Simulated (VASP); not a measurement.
A run of VASP 6.6.1:

The input INCAR:

```
PREC     = Accurate       # precision mode
ENCUT    = 520            # plane-wave cutoff, eV
EDIFF    = 1E-6           # SCF threshold, eV
ISMEAR   = 0              # smearing method
SIGMA    = 0.15           # smearing width, eV
LREAL    = False          # projectors in reciprocal space
LASPH    = True           # aspherical terms in the spheres
NELM     = 120            # most SCF steps
ALGO     = Normal         # electronic algorithm
ISIF     = 2              # what is computed and relaxed
LWAVE    = False          # write WAVECAR
LCHARG   = False          # write CHGCAR
GGA      = PS             # functional
IVDW     = 12             # dispersion correction
NBANDS   = 25             # bands
GGA_COMPAT= False
```

Contents of KPOINTS:

```
regular mesh
0
Gamma
  8 8 8
```

The input POSCAR:

```
Al8O
1.0
    1.3949560582     -2.4161347672     -4.6470928961
    1.3949560582     -2.4161347672      4.6470928961
   -5.5798242330      0.0000000001      0.0000000000
Al O
8 1
Direct
    0.9583333333      0.7083333333      0.1666666667
    0.4583333333      0.2083333333      0.1666666667
    0.9583333333      0.7083333333      0.6666666667
    0.4583333333      0.2083333333      0.6666666667
    0.0416666667      0.2916666667      0.3333333333
    0.5416666667      0.7916666667      0.3333333333
    0.0416666667      0.2916666667      0.8333333333
    0.5416666667      0.7916666667      0.8333333333
    0.6666988329      0.3333654996      0.0000643325
```

Potentials or basis: VASP PAW PBE potentials, release 64 (Al, O).

The run is started by

```sh
$ cat potpaw_PBE.64/Al/POTCAR potpaw_PBE.64/O/POTCAR > POTCAR
$ mpirun -np 1 vasp_std > vasp.out
```

Hardware: 1 thread of Oxide Virtual Turin-like Processor, with other jobs on the host.

Problem. How long does it take, and how much memory?

Solution. It took 6.6 min on 1 thread of Oxide Virtual Turin-like Processor, on a shared host, peak memory 0.46 GiB. Counts: scf iterations 16, k points 150.
